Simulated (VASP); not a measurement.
Write the native input for VASP 6.6.1 that does the following.

```
Task                   : single point
Functional             : PBEsol
Potentials or basis    : VASP PAW PBE potentials, release 64 (Mn_pv, S)
Cutoff                 : 520 eV
k mesh                 : 9 × 9 × 9
Occupations            : fermi-dirac, width 0.05 eV
Spin                   : collinear spin, ferromagnetic start
Starting moments       : [4.0, 0.0] μB
Dipole correction      : no
Further INCAR settings : ALGO = Normal; EDIFF = 1e-07; NBANDS = 20
```

The structure of MnS lies in POSCAR:

```
MnS
1.0
    0.0000000000      2.5060127231      2.5060127231
    2.5060127231      0.0000000000      2.5060127231
    2.5060127231      2.5060127231      0.0000000000
Mn S
1 1
Direct
    0.0000000000      0.0000000000      0.0000000000
    0.7500000000      0.7500000000      0.7500000000
```

This cell differs from its parent crystal: volume scaled by 1.04.

These files were run (other wordings do the same):

INCAR

```
PREC     = Accurate       # precision mode
ENCUT    = 520            # plane-wave cutoff, eV
EDIFF    = 1E-7           # SCF threshold, eV
ISMEAR   = -1             # smearing method
SIGMA    = 0.05           # smearing width, eV
LREAL    = False          # projectors in reciprocal space
LASPH    = True           # aspherical terms in the spheres
NELM     = 150            # most SCF steps
ALGO     = Normal         # electronic algorithm
ISIF     = 2              # what is computed and relaxed
LWAVE    = False          # write WAVECAR
LCHARG   = True           # write CHGCAR
ISPIN    = 2              # spin polarisation
MAGMOM   = 4 0            # initial moments
LORBIT   = 11             # projections on sites
LMAXMIX  = 4              # l up to which the mixer works
GGA      = PS             # functional
LELF     = True           # ELF
LVHAR    = True         
NBANDS   = 20             # bands
```

KPOINTS

```
Automatic mesh
0
Gamma
  9 9 9
```

Potentials or basis: VASP PAW PBE potentials, release 64 (Mn_pv, S).

Command:

```console
$ cat potpaw_PBE.64/Mn_pv/POTCAR potpaw_PBE.64/S/POTCAR > POTCAR
$ mpirun -np 1 vasp_std > vasp.out
```

It gave:

```
Pressure                                              : -7.7 GPa
Net moment                                            : -0.27 μB per cell
Site moments                                          : Mn -0.27; S +0.01 μB
Valence electrons inside the program's atomic spheres : Mn 11.96; S 3.70
```

Caveat: the PAW data sets were made with another functional, which shifts forces and pressure a little; the moment fell far below its start of 4 μB, so a state of higher moment may lie lower in energy.

Run time: 68 s on 1 thread of Intel(R) Xeon(R) Platinum 8488C (Sapphire Rapids) (shared host), peak memory 0.19 GiB.
